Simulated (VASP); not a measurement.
A run of VASP 6.6.1:

INCAR

```
PREC = Accurate
ENCUT = 600
EDIFF = 1E-6
ISMEAR = 0
SIGMA = 0.0964
LREAL = False
LASPH = True
NELM = 200
ALGO = Normal
ISIF = 2
LWAVE = False
LCHARG = False
ISPIN = 2
MAGMOM = -1.32 0
LORBIT = 11
LMAXMIX = 4
GGA = PE
NBANDS = 20
GGA_COMPAT = False
```

The input KPOINTS:

```
Automatic mesh
0
Gamma
  10 10 10
```

Contents of POSCAR:

```
CuO
1.0
    0.0000000000      2.1075380600      2.1075380600
    2.1075380600      0.0000000000      2.1075380600
    2.1075380600      2.1075380600      0.0000000000
Cu O
1 1
Direct
    0.0000000000      0.0000000000      0.0000000000
    0.5000000000      0.5000000000      0.5000000000
```

Potentials or basis: VASP PAW PBE potentials, release 64 (Cu, O).

Launch:

```bash
$ cat potpaw_PBE.64/Cu/POTCAR potpaw_PBE.64/O/POTCAR > POTCAR
$ mpirun -np 1 vasp_std > vasp.out
```

Hardware: 1 thread of Intel(R) Xeon(R) Platinum 8375C CPU @ 2.90GHz (Ice Lake), on a shared host.

Problem. How long does it take, and how much memory?

Solution. Wall time 26 s on 1 thread of Intel(R) Xeon(R) Platinum 8375C CPU @ 2.90GHz (Ice Lake), on a shared host, peak memory 0.17 GiB. Counts: scf iterations 15, k points 47.
